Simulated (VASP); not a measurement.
# CsB3N3 (P-62m) in VASP: a series of runs

Runs on CsB3N3. Level: PBE. Tasks: relaxation of cell and atoms, single point.

Program: VASP 6.6.1. These are calculated values, not measurements. Logs are shortened: lines on timing, memory, paths and dates and some standing lists are left out, and cuts for length are marked.

**1. The cell of the first run**

It takes space group P-62m (No. 189, hexagonal). The conventional cell has a = 4.425 Å, b = 4.425 Å, c = 6.144 Å, α = 90.00°, β = 90.00°, γ = 120.00°. Cs (site symmetry -62m) has 14 B at 3.07 to 4.00 Å and 6 N at 3.28 Å within 4.0 Å. B (site symmetry -6) has 3 N at 1.66 Å within 2.2 Å. B (site symmetry -62m) has 3 N at 1.14 Å within 1.5 Å. N (site symmetry m2m) has 1 B at 1.14 Å within 1.5 Å.

**2. Relaxation of cell and atoms, PBE**

The input, INCAR:

```
SYSTEM = CsB3N3
PREC = Accurate
ENCUT = 600
EDIFF = 1E-6
ISMEAR = 0
SIGMA = 0.1
LREAL = .False.
LASPH = .True.
NELM = 100
ALGO = Normal
ISIF = 3
LWAVE = .False.
LCHARG = .False.
GGA = PE
IBRION = 2
NSW = 90
EDIFFG = -0.04
```

The input, KPOINTS:

```
regular mesh
0
Gamma
  6 6 4
  0 0 0
```

The input, POSCAR:

```
CsB3N3
1.0
    4.4246531600      0.0000000000      0.0000000000
   -2.2123265800      3.8318620400      0.0000000000
    0.0000000000      0.0000000000      6.1442767100
Cs B N
1 3 3
Direct
    0.0000000000      0.0000000000      0.5000000000
    0.3333333300      0.6666666700      0.0000000000
    0.6666666700      0.3333333300      0.0000000000
    0.0000000000      0.0000000000      0.0000000000
    0.2587608200      0.0000000000      0.0000000000
    0.0000000000      0.2587608200      0.0000000000
    0.7412391800      0.7412391800      0.0000000000
```

Potentials or basis: VASP PAW PBE potentials, release 64 (Cs_sv, B, N).

Started as:

```bash
> cat potpaw_PBE.64/Cs_sv/POTCAR potpaw_PBE.64/B/POTCAR potpaw_PBE.64/N/POTCAR > POTCAR
> mpirun -np 1 vasp_std > vasp.out
```

OUTCAR:

```text
SYSTEM = CsB3N3
   PREC = Accurate
   ENCUT = 600
   EDIFF = 1E-6
   ISMEAR = 0
   LREAL = .False.
   LASPH = .True.
   NELM = 100
   ISIF = 3
   GGA = PE
   IBRION = 2
   NSW = 90
   EDIFFG = -0.04

 ion  position               nearest neighbor table
   1  0.000  0.000  0.500-
   2  0.333  0.667  0.000-   5 1.66   6 1.66   7 1.66
   3  0.667  0.333  0.000-   6 1.66   5 1.66   7 1.66
   4  0.000  0.000  0.000-   5 1.14   6 1.14   7 1.14
   5  0.259  0.000  0.000-   4 1.14   2 1.66   3 1.66
   6  0.000  0.259  0.000-   4 1.14   3 1.66   2 1.66
   7  0.741  0.741  0.000-   4 1.14   2 1.66   3 1.66

  LATTYP: Found a hexagonal cell.
 ALAT       =     4.4246531600
 C/A-ratio  =     1.3886459543

  Lattice vectors:

 A1 = (   4.4246531600,   0.0000000000,   0.0000000000)
 A2 = (  -2.2123265800,   3.8318620400,   0.0000000000)
 A3 = (   0.0000000000,   0.0000000000,   6.1442767100)

Analysis of symmetry for initial positions (statically):
=====================================================================
 Subroutine PRICEL returns:
 Original cell was already a primitive cell.

 Routine SETGRP: Setting up the symmetry group for a
 hexagonal supercell.

 Subroutine GETGRP returns: Found 12 space group operations
 (whereof 12 operations were pure point group operations)
 out of a pool of 24 trial point group operations.

The static configuration has the point symmetry D_3h.

Analysis of symmetry for dynamics (positions and initial velocities):
=====================================================================
 Subroutine PRICEL returns:
 Original cell was already a primitive cell.

 Routine SETGRP: Setting up the symmetry group for a
 hexagonal supercell.

 Subroutine GETGRP returns: Found 12 space group operations
 (whereof 12 operations were pure point group operations)
 out of a pool of 24 trial point group operations.

The dynamic configuration has the point symmetry D_3h.

 Subroutine INISYM returns: Found 12 space group operations
 (whereof 12 operations are pure point group operations),
 and found     1 'primitive' translations

----------------------------------------------------------------------------------------

                                     Primitive cell

  volume of cell :     104.1741

  direct lattice vectors                    reciprocal lattice vectors
     4.424653160  0.000000000  0.000000000     0.226006415  0.130484865  0.000000000
    -2.212326580  3.831862040  0.000000000     0.000000000  0.260969729  0.000000000
     0.000000000  0.000000000  6.144276710     0.000000000  0.000000000  0.162753087

  length of vectors
     4.424653160  4.424653160  6.144276710     0.260969730  0.260969729  0.162753087

  position of ions in fractional coordinates (direct lattice)
     0.000000000  0.000000000  0.500000000
     0.333333330  0.666666670  0.000000000
     0.666666670  0.333333330  0.000000000
     0.000000000  0.000000000  0.000000000
     0.258760820  0.000000000  0.000000000
     0.000000000  0.258760820  0.000000000
     0.741239180  0.741239180  0.000000000

  ion indices of the primitive-cell ions
   primitive index   ion index
                 1           1
                 2           2
                 3           3
                 4           4
                 5           5
                 6           6
                 7           7

----------------------------------------------------------------------------------------

 KPOINTS: regular mesh

Automatic generation of k-mesh.
 Grid dimensions read from file:
 generate k-points for:    6    6    4

 Generating k-lattice:

  Cartesian coordinates                     Fractional coordinates (reciprocal lattice)
     0.037667736  0.021747477  0.000000000     0.166666667  0.000000000  0.000000000
     0.000000000  0.043494955  0.000000000     0.000000000  0.166666667  0.000000000
     0.000000000  0.000000000  0.040688272     0.000000000  0.000000000  0.250000000

  Length of vectors
     0.043494955  0.043494955  0.040688272

  Shift w.r.t. Gamma in fractional coordinates (k-lattice)
     0.000000000  0.000000000  0.000000000

 Subroutine IBZKPT returns following result:
 ===========================================

 Found     21 irreducible k-points:

 Following reciprocal coordinates:
            Coordinates               Weight
  0.000000  0.000000  0.000000      1.000000
  0.166667  0.000000  0.000000      6.000000
  0.333333 -0.000000  0.000000      6.000000
  0.500000 -0.000000  0.000000      3.000000
  0.166667  0.166667  0.000000      6.000000
  0.333333  0.166667  0.000000     12.000000
[... 13 lines left out ...]
  0.333333  0.166667  0.500000     12.000000
  0.333333  0.333333  0.500000      2.000000
   k-points           NKPTS =     21   k-points in BZ     NKDIM =     21   number of bands    NBANDS=     20
   number of dos      NEDOS =    301   number of ions     NIONS =      7
   total plane-waves  NPLWV =  64800
   dimension x,y,z NGX =    36 NGY =   36 NGZ =   50
   dimension x,y,z NGXF=    72 NGYF=   72 NGZF=  100
   ions per type =               1   3   3
   NGX,Y,Z   is equivalent  to a cutoff of  13.53, 13.53, 13.53 a.u.
   NGXF,Y,Z  is equivalent  to a cutoff of  27.05, 27.05, 27.06 a.u.
 SYSTEM =  CsB3N3
   PREC   = accura    normal or accurate (medium, high low for compatibility)
   ISTART =      0    job   : 0-new  1-cont  2-samecut
   ICHARG =      2    charge: 1-file 2-atom 10-const
   ISPIN  =      1    spin polarized calculation?
   LNONCOLLINEAR =      F non collinear calculations
   LSORBIT =      F    spin-orbit coupling
   LASPH  =      T    aspherical Exc in radial PAW
   ENCUT  =  600.0 eV  44.10 Ry    6.64 a.u.   8.84  8.84 12.27*2*pi/ulx,y,z
   NELM   =    100;   NELMIN=  2; NELMDL= -5     # of ELM steps
   EDIFF  = 0.1E-05   stopping-criterion for ELM
   LREAL  =      F    real-space projection
   EDIFFG = -.4E-01   stopping-criterion for IOM
   NSW    =     90    number of steps for IOM
   IBRION =      2    ionic relax: 0-MD 1-quasi-New 2-CG
   NFREE  =      1    steps in history (QN), initial steepest desc. (CG)
   ISIF   =      3    stress and relaxation
   ISYM   =      2    0-nonsym 1-usesym 2-fastsym
   POTIM  = 0.5000    time-step for ionic-motion
   TEBEG  =    0.0;   TEEND  =   0.0 temperature during run
   PSTRESS=    0.0 pullay stress
   NELECT =      33.0000    total number of electrons
   NUPDOWN=      -1.0000    fix difference up-down
   EMIN   =  10.00;   EMAX   =-10.00  energy-range for DOS
   EFERMI =   0.00;   METHOD = LEGACY
   ISMEAR =     0;   SIGMA  =   0.10  broadening in eV -4-tet -1-fermi 0-gaus
   EFERMI_NEDOS =   21; number of points for ismear=-14 and -15
   IALGO  =     38    algorithm
   IMIX   =      4    mixing-type and parameters
     AMIX     =   0.40;   BMIX     =  1.00
     AMIX_MAG =   1.60;   BMIX_MAG =  1.00
  volume/ion in A,a.u.               =      14.88       100.43
  Fermi-wavevector in a.u.,A,eV,Ry     =   1.115988  2.108912 16.945093  1.245429
  Thomas-Fermi vector in A             =   2.252598
   LORBIT       =      0    0 simple, 1 ext, 2 COOP (PROOUT), +10 PAW based schemes
   GGA     = PE    functional components
   LHFCALC =     F    Hartree Fock is set to
   AEXX    =    0.0000 exact exchange contribution
   IVDW    =     0    specifies the selected vdW correction
   LEPSILON=     F    determine dielectric tensor
   LRPA    =     F    only Hartree local field effects (RPA)
 conjugate gradient relaxation of ions
 non-spin polarized calculation
 Gauss-broadening in eV      SIGMA  =   0.10
  energy-cutoff  :      600.00
  volume of cell :      104.17
 maximum number of plane-waves:      3501
 NGX is ok and might be reduce to    36
   NGX = 17   NGY = 17   NGZ = 25

--------------------------------------- Ionic step        1  -------------------------------------------

 number of electron      32.9999997 magnetization

 Free energy of the ion-electron system (eV)
  ---------------------------------------------------
  ext. energy  EPLUGINS =         0.00000000
  ---------------------------------------------------
  free energy    TOTEN  =       -40.86668338 eV

  energy without entropy =      -40.85992991  energy(sigma->0) =      -40.86330664

------------------------ aborting loop because EDIFF is reached ----------------------------------------

  FORCE on cell =-STRESS in cart. coord.  units (eV):
  Direction    XX          YY          ZZ          XY          YZ          ZX
  --------------------------------------------------------------------------------------
  -------------------------------------------------------------------------------------
  Total       27.7326952     27.7326952      0.4268957      0.0000000     -0.0000000     -0.0000000
  in kB      426.5233353    426.5233355      6.5655713      0.0000000     -0.0000000     -0.0000000
  external PRESSURE =     286.5374140 kB  Pullay stress =       0.0000000 kB
[... 104 lines left out ...]
  FREE ENERGIE OF THE ION-ELECTRON SYSTEM (eV)
  ---------------------------------------------------
  free  energy   TOTEN  =       -44.2917278788 eV

  energy  without entropy=      -44.2682753513  energy(sigma->0) =      -44.28000162

 E-fermi :   7.2969     XC(G=0): -10.0710

 val. band max:        7.0204320362   @ k =   0.3333  -0.0000   0.0000
 cond. band min:       7.3176332210   @ k =   0.1667   0.1667   0.5000
 fundamental gap:      0.2972011848
 Fermi energy:         7.2969457407

 k-point     1 :       0.0000    0.0000    0.0000
  band No.  band energies     occupation
      1     -17.3855      2.00000
      2     -16.6569      2.00000
      3     -12.0418      2.00000
      4     -12.0418      2.00000
      5      -7.0610      2.00000
      6      -7.0610      2.00000
[... 472 lines left out ...]
     19       9.2085      0.00000
     20       9.4965      0.00000

 E-fermi :   5.6930     XC(G=0):  -9.3080

 val. band max:        5.6851232749   @ k =   0.0000   0.0000   0.2500
 cond. band min:       5.7005804984   @ k =   0.5000  -0.0000   0.0000
 fundamental gap:      0.0154572235
 Fermi energy:         5.6929913941

 k-point     1 :       0.0000    0.0000    0.0000
  band No.  band energies     occupation
      1     -18.4209      2.00000
      2     -16.2342      2.00000
      3     -12.6064      2.00000
      4     -12.6064      2.00000
      5      -6.5021      2.00000
      6      -6.5021      2.00000
[... 472 lines left out ...]
     19       7.3662      0.00000
     20       7.4448      0.00000

[... ionic steps 4 to 34 ...]

--------------------------------------- Ionic step       35  -------------------------------------------

 number of electron      32.9999998 magnetization

------------------------ aborting loop because EDIFF is reached ----------------------------------------
[... 77 lines left out ...]
--------------------------------------- Ionic step       37  -------------------------------------------

 number of electron      32.9999997 magnetization

 Free energy of the ion-electron system (eV)
  ---------------------------------------------------
  ext. energy  EPLUGINS =         0.00000000
  ---------------------------------------------------
  free energy    TOTEN  =       -53.11713346 eV

  energy without entropy =      -53.10743702  energy(sigma->0) =      -53.11228524

 E-fermi :   4.4729     XC(G=0):  -8.4322

 val. band max:        4.3809912528   @ k =   0.3333  -0.0000   0.2500
 cond. band min:       4.4826537669   @ k =   0.0000   0.0000   0.2500
 fundamental gap:      0.1016625141
 Fermi energy:         4.4728794195

 k-point     1 :       0.0000    0.0000    0.0000
  band No.  band energies     occupation
      1     -19.6253      2.00000
      2     -17.2864      2.00000
      3     -13.7175      2.00000
      4     -13.7175      2.00000
      5      -7.5226      2.00000
      6      -7.5226      2.00000
[... 506 lines left out ...]
  FREE ENERGIE OF THE ION-ELECTRON SYSTEM (eV)
  ---------------------------------------------------
  free  energy   TOTEN  =       -53.1171334624 eV

  energy  without entropy=      -53.1074370209  energy(sigma->0) =      -53.11228524

 reached required accuracy - stopping structural energy minimisation
```

It took 23 min on 1 thread of Oxide Virtual Turin-like, shared host; peak memory 0.25 GiB.

Results:

| Quantity | Value |
| --- | --- |
| Free energy | -53.1171 eV |
| Relaxed volume | 16.96 Å³/atom |
| Relaxed cell | a = 4.375 Å, b = 4.375 Å, c = 7.163 Å, α = 90.00°, β = 90.00°, γ = 120.00° |
| Space group after relaxing (to 0.05 Å) | P-62m (No. 189) |
| Energy gained by relaxing | 1750.1 meV/atom |
| Ionic steps | 37 |
| Pressure after relaxing | 0.2 GPa |
| Largest force after relaxing | 0.026 eV/Å |

Forces on the atoms (eV/Å):
```
Cs   0.000  0.000  0.000
B    0.000  0.000  0.000
B    0.000  0.000  0.000
B    0.000  0.000  0.000
N    0.026  0.000  0.000
N   -0.013  0.022  0.000
N   -0.013 -0.022  0.000
```

The path:
```
step  energy change (eV)  largest force (eV/Å)  pressure (GPa)  volume (Å³)
   1              0.0000               31.6386           28.65       104.17
   2             -3.1900                0.6879          -21.30       148.24
   3             -3.4250                0.9953          -19.08       145.94
   4             -3.5073                1.2084          -17.51       144.51
   5             -3.5337                1.5076          -14.66       142.19
   6             -7.1198                6.8959            3.29       109.13
   7             -7.1578                9.0145           18.13        99.55
   8             -8.0206                9.3707           24.58        94.83
   9             -7.6672                3.6127           61.71        81.44
  10             -8.4276                9.1148           34.95        89.73
  11             -8.4407                7.2795           47.07        85.29
  12            -10.1383                1.3810           37.63        86.83
  13            -10.3591                2.0063           34.81        87.60
  14            -11.3427                0.7342           22.10        91.49
  15            -12.0798                0.7461            5.28        98.42
  16            -12.1061                0.9612            2.39        99.94
  17            -12.1066                0.9963            1.89       100.21
  18            -12.1302                0.6269            1.32       100.67
  19            -12.1482                0.0929            0.32       101.55
  20            -12.1531                0.1085            0.48       101.73
  21            -12.1656                0.1587            0.95       102.25
  22            -12.1802                0.2659            1.94       103.29
  23            -12.1735                0.5020            4.04       105.30
  24            -12.1830                0.3564            2.82       104.11
  25            -12.1866                0.3309            2.65       104.41
  26            -12.1967                0.2534            2.30       105.30
  27            -12.2130                0.1012            1.66       107.09
  28            -12.2321                0.1911            0.48       110.69
  29            -12.2235                0.7281           -1.49       117.99
  30            -12.2355                0.4152           -0.38       113.59
  31            -12.2420                0.2319           -0.45       115.00
  32            -12.2466                0.0241           -0.53       116.91
  33            -12.2470                0.1340           -0.56       117.71
  34            -12.2495                0.1075            0.00       118.11
  35            -12.2498                0.0962            0.24       118.28
  36            -12.2498                0.0931            0.31       118.32
  37            -12.2505                0.0259            0.24       118.72
```

Final structure:
```
Cs B N
1.0
     4.37457    0.00000    0.00000
    -2.18729    3.78849    0.00000
     0.00000    0.00000    7.16346
Cs B N
1 3 3
Direct
  0.00000 0.00000 0.50000
  0.33333 0.66667 0.00000
  0.66667 0.33333 0.00000
  0.00000 0.00000 0.00000
  0.66734 0.00000 0.00000
  0.00000 0.66734 0.00000
  0.33266 0.33266 0.00000
```

Caveat: spin-orbit coupling is left out, which moves the levels of the heavy elements.

**3. Single point, PBE**

This run uses another cell than the first one, of 22.53 Å³/atom, 1.514 times its volume.

The input, INCAR:

```
ALGO = Normal ; EDIFF = 1E-6
ENCUT = 520 ; GGA = PE
ISIF = 2 ; ISMEAR = 0
LASPH = True ; LCHARG = False
LREAL = False ; LWAVE = False
NBANDS = 26 ; NELM = 100
PREC = Accurate ; SIGMA = 0.1
```

The input, KPOINTS:

```
k-points
0
Gamma
  12 12 6
```

The input, POSCAR:

```
CsB3N3
1.0
    4.3691913017      0.0000000000      0.0000000000
   -2.1845956508      3.7838306612      0.0000000000
    0.0000000000      0.0000000000      9.5407541662
Cs B N
1 3 3
Direct
    0.0000000000      0.0000000000      0.5000000000
    0.3333333333      0.6666666667      0.0000000000
    0.6666666667      0.3333333333      0.0000000000
    0.0000000000      0.0000000000      0.0000000000
    0.3332687011      0.0000000000      0.0000000000
    0.0000000000      0.3332687011      0.0000000000
    0.6667312989      0.6667312989      0.0000000000
```

Potentials or basis: VASP PAW PBE potentials, release 64 (Cs_sv, B, N).

Started as:

```bash
> cat potpaw_PBE.64/Cs_sv/POTCAR potpaw_PBE.64/B/POTCAR potpaw_PBE.64/N/POTCAR > POTCAR
> mpirun -np 1 vasp_std > vasp.out
```

It took 7 min on 1 thread of Oxide Virtual Turin-like, shared host; peak memory 0.4 GiB.

Results (log left out):

```yaml
Free_energy: -53.2132 eV
Pressure: 0.0 GPa
```

Levels at points of the mesh, in eV from the Fermi level:
```tsv
k point	band 15	band 16	band 17	band 18	band 19	band 20
(0.00, 0.00, 0.00)	-3.93	-3.93	-1.70	0.57	0.67	0.69
(0.50, 0.00, 0.00)	-7.06	-4.82	-0.04	0.66	0.78	1.76
(0.00, 0.00, 0.50)	-3.93	-3.93	-1.51	0.12	0.64	0.69
(0.50, 0.00, 0.50)	-7.06	-4.82	-0.01	0.47	0.79	2.08
```

Caveat: spin-orbit coupling is left out, which moves the levels of the heavy elements.

(Continued in part 2 of 2.)
